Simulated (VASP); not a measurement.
Here is a VASP 6.6.1 calculation.

File INCAR:

```
ALGO = Fast
EDIFF = 1E-6
ENCUT = 520
GGA = PE
ISIF = 2
ISMEAR = 0
LASPH = True
LCHARG = False
LREAL = False
LWAVE = False
NBANDS = 65
NELM = 100
PREC = Accurate
SIGMA = 0.1
```

Contents of KPOINTS:

```
k-points
0
Gamma
  8 8 2
```

Contents of POSCAR:

```
Sn3Te2
1.0
    4.3756660403      0.0010468171      0.0195046811
    0.0037802796      4.3756840496      0.0158653290
    2.1961392556      2.2078348504     15.7211493250
Sn Te
6 4
Direct
    0.4033494256      1.0034047719      0.5975333772
    0.6057313613      0.2058212600      0.1930753859
   -0.0033690553      0.5966189890      0.4025247837
    0.7941453754      0.3942249518      0.8069822646
    0.7000677953      0.3000338651      0.9999895673
    0.2000088279      0.7999810194      0.0000803418
    0.3003950817      0.9003737789      0.7982603085
    0.4995814189      0.0994925443      0.3995364032
    0.0996202688      0.6995980958      0.2016404538
    0.9004694999      0.5004507235      0.6003771140
```

Potentials or basis: VASP PAW PBE potentials, release 64 (Sn_d, Te).

Launch:

```sh
$ cat potpaw_PBE.64/Sn_d/POTCAR potpaw_PBE.64/Te/POTCAR > POTCAR
$ mpirun -np 1 vasp_std > vasp.out
```

Task: Predict the largest force.

Result: 0.012 eV/Å.

Task: Predict the band gap on the k mesh.

Result: Zero (bands 54 and 55 overlap by 1.09 eV).

Task: What does it give for the pressure?

Result: 2.9 GPa.

Forces in eV/Å, atoms in the order of the input:
```
Sn  -0.002 -0.002 -0.003
Sn  -0.005 -0.005  0.009
Sn   0.002  0.001  0.001
Sn   0.005  0.005 -0.010
Sn   0.000  0.000  0.000
Sn   0.000  0.000 -0.001
Te  -0.005 -0.004 -0.004
Te   0.000  0.000  0.003
Te   0.004  0.005  0.007
Te   0.000  0.001 -0.002
```

Caveat: spin-orbit coupling is left out, which moves the levels of the heavy elements.
